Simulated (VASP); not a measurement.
**Ba: single point with PBE**

Ba:

```xyz
2
Lattice="3.5400 -2.5094 0.2630 3.5400 2.5094 0.2630 -0.5429 0.0000 7.0770" Properties=species:S:1:pos:R:3 pbc="T T T"
Ba    4.9046    0.0000    5.7024
Ba    1.6325    0.0000    1.9007
```

The cell was generated, and may not be a known phase.

```json
{"Program": "VASP 6.6.1", "Task": "single point", "Functional": "PBE", "Potentials or basis": "VASP PAW PBE potentials, release 64 (Ba_sv)", "Cutoff": "520 eV", "k mesh": "14 × 14 × 8", "Occupations": "gaussian, width 0.1 eV", "Spin": "no spin polarisation"}
```

```yaml
Pressure: 0.1 GPa
Band_gap_on_the_k_mesh: zero (bands 10 and 11 overlap by 0.99 eV)
```

Levels at points of the mesh, in eV from the Fermi level:
| k point | band 8 | band 9 | band 10 | band 11 | band 12 | band 13 |
| --- | --- | --- | --- | --- | --- | --- |
| (0.00, 0.00, 0.00) | -13.83 | -2.74 | -0.88 | 0.70 | 1.25 | 1.83 |
| (0.50, 0.00, 0.00) | -13.88 | -0.43 | -0.42 | 0.49 | 0.50 | 0.88 |
| (0.50, 0.50, 0.00) | -13.83 | -0.88 | -0.53 | -0.53 | 0.70 | 1.25 |
| (0.00, 0.00, 0.50) | -13.83 | -1.73 | -1.73 | 1.17 | 1.17 | 1.18 |
| (0.50, 0.00, 0.50) | -13.83 | -0.88 | -0.88 | 0.70 | 0.71 | 1.25 |
| (0.50, 0.50, 0.50) | -13.99 | -0.21 | -0.21 | 0.18 | 0.18 | 1.82 |

Wall time 3.7 min on 1 thread of Intel(R) Xeon(R) 6975P-C (Granite Rapids), with other jobs on the host, peak memory 0.82 GiB.

Caveat: spin-orbit coupling is left out, which moves the levels of the heavy elements.
